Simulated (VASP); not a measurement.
Set up this calculation in VASP 6.6.1, as the native input.

```yaml
Task: density of states
Functional: PBE
Potentials_or_basis: VASP PAW PBE potentials, release 64 (B, Mo_sv, P)
Cutoff: 520 eV
k_mesh: 8 × 8 × 8
Occupations: gaussian, width 0.1 eV
Spin: no spin polarisation
Dipole_correction: no
k_mesh_for_the_DOS: 12 × 12 × 12
Occupations_for_the_DOS: tetrahedron
Further_INCAR_settings: ALGO = Normal; EDIFF = 1e-06
```

B3MoP4:

```xyz
8
Lattice="4.8309 0.0000 0.0000 0.0000 4.8309 0.0000 0.0000 0.0000 4.8309" Properties=species:S:1:pos:R:3 pbc="T T T"
B     2.4154    0.0000    0.0000
B     0.0000    2.4154    0.0000
B     0.0000    0.0000    2.4154
Mo    2.4154    2.4154    2.4154
P     1.1120    1.1120    1.1120
P     3.7189    3.7189    1.1120
P     3.7189    1.1120    3.7189
P     1.1120    3.7189    3.7189
```

The input as run:

POSCAR

```
B3MoP4
1.0
    4.8308872181      0.0000000000      0.0000000000
    0.0000000000      4.8308872181      0.0000000000
    0.0000000000      0.0000000000      4.8308872181
B Mo P
3 1 4
Direct
    0.5000000000      0.0000000000      0.0000000000
    0.0000000000      0.5000000000      0.0000000000
    0.0000000000      0.0000000000      0.5000000000
    0.5000000000      0.5000000000      0.5000000000
    0.2301874029      0.2301874029      0.2301874029
    0.7698125971      0.7698125971      0.2301874029
    0.7698125971      0.2301874029      0.7698125971
    0.2301874029      0.7698125971      0.7698125971
```

INCAR.step1

```
PREC = Accurate
ENCUT = 520
EDIFF = 1E-6
ISMEAR = 0
SIGMA = 0.1
LREAL = F
LASPH = T
NELM = 100
ALGO = Normal
ISIF = 2
LWAVE = F
LCHARG = T
LMAXMIX = 4
GGA = PE
NBANDS = 32
```

KPOINTS.step1

```
Automatic mesh
0
Gamma
  8 8 8
```

INCAR.step2

```
PREC = Accurate
ENCUT = 520
EDIFF = 1E-6
ISMEAR = -5
SIGMA = 0.1
LREAL = F
LASPH = T
NELM = 100
ALGO = Normal
ISIF = 2
LWAVE = F
LCHARG = F
LMAXMIX = 4
GGA = PE
LORBIT = 10
NEDOS = 2001
ICHARG = 11
```

KPOINTS.step2

```
Automatic mesh
0
Gamma
  12 12 12
```

Potentials or basis: VASP PAW PBE potentials, release 64 (B, Mo_sv, P).

Run with:

```bash
$ cat potpaw_PBE.64/B/POTCAR potpaw_PBE.64/Mo_sv/POTCAR potpaw_PBE.64/P/POTCAR > POTCAR
$ cp INCAR.step1 INCAR
$ cp KPOINTS.step1 KPOINTS
$ mpirun -np 1 vasp_std > vasp.out
$ cp INCAR.step2 INCAR
$ cp KPOINTS.step2 KPOINTS
$ mpirun -np 1 vasp_std > vasp.out
```

Results of the run:

* Valence electrons inside the program's atomic spheres: B 1.76; Mo 12.94; P 2.53

It took 85 s on 1 thread of Intel(R) Xeon(R) 6975P-C (Granite Rapids), on a shared host, peak memory 0.35 GiB.
